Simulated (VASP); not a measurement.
Here is a VASP 6.6.1 calculation.

File INCAR:

```
PREC = Accurate ; ENCUT = 690
EDIFF = 1E-6 ; ISMEAR = -1
SIGMA = 0.05 ; LREAL = False
LASPH = True ; NELM = 200
ALGO = Normal ; ISIF = 2
LWAVE = False ; LCHARG = True
ISPIN = 2 ; MAGMOM = 3 0
LORBIT = 11 ; LMAXMIX = 4
GGA = PS ; LELF = True
LVHAR = True ; NBANDS = 20
GGA_COMPAT = False
```

Contents of KPOINTS:

```
Automatic mesh
0
Gamma
  7 7 7
```

POSCAR

```
AlFe
1.0
    2.9100000000      0.0000000000      0.0000000000
    0.0000000000      2.9100000000      0.0000000000
    0.0000000000      0.0000000000      2.9100000000
Fe Al
1 1
Direct
    0.5155890000      0.5065740000      0.4759670000
    0.0170700000      0.0156410000     -0.0109370000
```

Potentials or basis: VASP PAW PBE potentials, release 64 (Fe_sv, Al).

The run is started by

```console
$ cat potpaw_PBE.64/Fe_sv/POTCAR potpaw_PBE.64/Al/POTCAR > POTCAR
$ mpirun -np 1 vasp_std > vasp.out
```

(1) Estimate the net moment.

(2) Estimate the site moments.

(3) Predict the pressure.

## Answers

(1) 0.76 μB per cell.

(2) Fe +0.78; Al -0.03 μB.

(3) -11.2 GPa.

Caveat: the cell stands under tension; the PAW data sets were made with another functional, which shifts forces and pressure a little.
